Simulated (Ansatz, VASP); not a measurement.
## SrTlI3: VASP beside Ansatz

```xyz
5
Lattice="6.3606 0.0000 0.0000 0.0000 6.3606 0.0000 0.0000 0.0000 6.3606" Properties=species:S:1:pos:R:3 pbc="T T T"
Tl    0.0000    0.0000    0.0000
Sr    3.1803    3.1803    3.1803
I     3.1803    3.1803    0.0000
I     3.1803    0.0000    3.1803
I     0.0000    3.1803    3.1803
```

Alike in both runs: task single point; functional PBE-based global hybrid; k mesh 2 × 2 × 2; no spin polarisation.

```csv
,VASP,Ansatz
version,VASP 6.6.1,Ansatz 0.2.0
potentials or method,"VASP PAW PBE potentials, release 64 (Tl_d, Sr_sv, I)",plane waves
plane-wave cutoff (eV),520,420
occupations,"gaussian, width 0.01 eV",fixed
valence electrons in the cell,44,74
```

```csv
,VASP,Ansatz,Ansatz less VASP
gap on the k mesh at the Fermi level (eV),2.84,2.83,-0.012
pressure (GPa),0.5,0.5,-0.01
```

VASP's potentials were made for PBE, not for PBE-based global hybrid. VASP's potentials hold 44 valence electrons a cell and Ansatz's 74, so a difference there can come from the potentials and not from the codes. Ansatz's warnings: stress exchange threshold loose, stress scf threshold loose.

The k mesh is coarse, so the values compare programs but aren't converged. Spin-orbit coupling is off throughout.
